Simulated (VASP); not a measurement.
Crystal: Se.

```
CELL_PARAMETERS angstrom
4.36620 0.00000 0.00000
-2.18310 3.78124 0.00000
0.00000 0.00000 4.95360
ATOMIC_POSITIONS crystal
Se 0.22540 0.00000 0.33333
Se 0.00000 0.22540 0.66667
Se 0.77460 0.77460 0.00000
```

| Property | Result |
| --- | --- |
| Program | VASP 6.6.1 |
| Task | relaxation of cell and atoms |
| Functional | PBE |
| Dispersion | D3(BJ) |
| Potentials or basis | VASP PAW PBE potentials, release 64 (Se) |
| Cutoff | 600 eV |
| k mesh | 6 × 6 × 6 |
| Occupations | gaussian, width 0.02 eV |
| Spin | no spin polarisation |

At the start: pressure 0.9 GPa; volume 27.26 Å³/atom.

Task: How do energy, volume and symmetry change on relaxing?

Result: Over 15 steps the energy falls by 25.0 meV/atom and the volume is 24.50 Å³/atom (-10.1 %); space group P3_121 (No. 152, to 0.05 Å).

The path:
```tsv
step	energy change (eV)	largest force (eV/Å)	pressure (GPa)	volume (Å³)
1	0.0000	0.4475	0.86	81.78
2	-0.0110	0.0988	-1.80	83.52
3	-0.0153	0.0797	-0.91	82.90
4	-0.0277	0.0822	-0.81	81.62
5	-0.0576	0.1041	-0.28	77.82
6	-0.0595	0.1874	2.11	70.40
7	-0.0706	0.1565	0.73	74.09
8	-0.0736	0.0724	-0.60	74.00
9	-0.0748	0.0022	-0.15	74.04
10	-0.0748	0.0003	-0.17	74.04
11	-0.0750	0.0049	-0.10	73.72
12	-0.0750	0.0087	-0.03	73.39
13	-0.0750	0.0064	-0.06	73.53
14	-0.0750	0.0096	0.06	73.48
15	-0.0750	0.0028	0.01	73.50
```

Final structure:
```xyz
3
Lattice="4.0671 0.0000 0.0000 -2.0336 3.5222 0.0000 0.0000 0.0000 5.1309" Properties=species:S:1:pos:R:3 pbc="T T T"
Se   -1.0262    3.5222    1.7103
Se   -0.5037    0.8724    3.4206
Se    1.5299    2.6498    0.0000
```

Caveat: the volume moved by -10 % from the deposited cell, more than functionals usually miss.
